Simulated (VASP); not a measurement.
AlN: single point with PBEsol

Crystal: AlN.

```xyz
4
Lattice="3.1761 0.0000 0.0000 -1.5881 2.7506 0.0000 0.0000 0.0000 4.9198" Properties=species:S:1:pos:R:3 pbc="T T T"
Al    0.0000    1.8337   -0.0199
Al    1.5881    0.9169    2.4401
N     0.0000    1.8337    1.8894
N     1.5881    0.9169    4.3493
```

This cell differs from its parent crystal: in-plane strain +0.02, then relaxed in part.

```json
{
  "Program": "VASP 6.6.1",
  "Task": "single point",
  "Functional": "PBEsol",
  "Potentials or basis": "VASP PAW PBE potentials, release 64 (Al, N)",
  "Cutoff": "520 eV",
  "k mesh": "8 × 8 × 6",
  "Occupations": "gaussian, width 0.01 eV",
  "Spin": "no spin polarisation",
  "Dipole correction": "no",
  "Further INCAR settings": "ALGO = Normal; EDIFF = 1e-06; NBANDS = 16"
}
```

| Item | Value |
| --- | --- |
| Pressure | -5.6 GPa |
| Largest force | 0.004 eV/Å |
| Band gap on the k mesh | 3.70 eV, direct |

Forces in eV/Å, atoms in the order of the input:
```
Al   0.000  0.000 -0.004
Al   0.000  0.000 -0.004
N    0.000  0.000  0.004
N    0.000  0.000  0.004
```

Stress tensor (GPa, compression positive):
```
-8.43  0.00  0.00
 0.00 -8.43  0.00
 0.00  0.00 -0.05
```

Levels at points of the mesh, in eV from the valence-band top:
```csv
k point,band 6,band 7,band 8,band 9,band 10,band 11
"(0.00, 0.00, 0.00)",-0.47,-0.47,0.00,3.70,5.85,10.31
"(0.50, 0.00, 0.00)",-2.42,-1.90,-0.88,5.23,5.67,7.64
"(0.00, 0.00, 0.50)",-0.86,-0.86,-0.86,5.86,5.86,9.93
"(0.50, 0.00, 0.50)",-1.74,-1.41,-1.41,5.00,5.00,8.79
```

Wall time 15 s on 1 thread of Intel(R) Xeon(R) Platinum 8375C CPU @ 2.90GHz (Ice Lake) (shared host), peak memory 0.15 GiB.

Caveat: the cell differs from its parent crystal (in-plane strain +0.02, then relaxed in part); the PAW data sets were made with another functional, which shifts forces and pressure a little.
